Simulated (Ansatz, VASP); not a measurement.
**Al: VASP beside Ansatz**

```
Al
1.0
     0.00000    2.03738    2.03738
     2.03738    0.00000    2.03738
     2.03738    2.03738    0.00000
Al
1
Direct
  0.00000 0.00000 0.00000
```

Change from the starting cell: volume scaled by 1.02.

Alike in both runs: task single point; functional PBE; k mesh 14 × 14 × 14; occupations fermi-dirac, width 0.05 eV; no spin polarisation.

```csv
,VASP,Ansatz
version,VASP 6.6.1,Ansatz 0.2.0
potentials or method,"VASP PAW PBE potentials, release 64 (Al), cutoff 520 eV","all-electron LAPW, scalar-relativistic"
```

VASP gave:

```
pressure (GPa) : -2.1
```

Q: What did Ansatz give for the same quantities?

A: Pressure (GPa): -2.0.

Ansatz ran all-electron here, and VASP with PAW potentials.
